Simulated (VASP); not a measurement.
The system is GaSb.

```
CELL_PARAMETERS angstrom
0.00000 3.03847 3.03847
3.03847 0.00000 3.03847
3.03847 3.03847 0.00000
ATOMIC_POSITIONS crystal
Sb 0.75000 0.75000 0.75000
Ga 0.00000 0.00000 0.00000
```

Base run:

```yaml
Program: VASP 6.6.1
Functional: PBE
Potentials_or_basis: VASP PAW PBE potentials, release 64 (Sb, Ga_d)
Cutoff: 520 eV
k_mesh: 8 × 8 × 8
Occupations: fermi-dirac, width 0.05 eV
Spin: no spin polarisation
```

Its results: band gap on the k mesh 0.18 eV; pressure 3.6 GPa.

Problem. The run is repeated on the same cell with these changes: functional from PBE to B3LYP; k mesh from 8 × 8 × 8 to 4 × 4 × 4. What comes out?

Solution. Band gap on the k mesh 1.26 eV; pressure 4.3 GPa.

Several settings changed at once.

Caveats: some runs use coarse meshes; spin-orbit coupling is left out, which moves the levels of the heavy elements; the cell stands under pressure (at least some runs); the PAW data sets were made with another functional, which shifts forces and pressure a little (at least some runs).

A k mesh can miss the band edges.
